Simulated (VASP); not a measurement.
A run of VASP 6.6.1 is set up as follows.

Contents of INCAR:

```
  PREC = Accurate
  ENCUT = 520
  EDIFF = 1E-6
  ISMEAR = 0
  SIGMA = 0.1
  LREAL = False
  LASPH = True
  NELM = 80
  ALGO = Normal
  ISIF = 2
  LWAVE = False
  LCHARG = False
  GGA = PE
  NBANDS = 14
```

Contents of KPOINTS:

```
Automatic mesh
0
Gamma
  18 18 18
```

File POSCAR:

```
Rh
1.0
    0.0000000000      1.9525473704      1.9525473704
    1.9525473704      0.0000000000      1.9525473704
    1.9525473704      1.9525473704      0.0000000000
Rh
1
Direct
    0.0000000000      0.0000000000      0.0000000000
```

Potentials or basis: VASP PAW PBE potentials, release 64 (Rh_pv).

Run with:

```sh
$ cat potpaw_PBE.64/Rh_pv/POTCAR > POTCAR
$ mpirun -np 1 vasp_std > vasp.out
```

(1) Predict the pressure.

Answers

(1) -12.8 GPa.
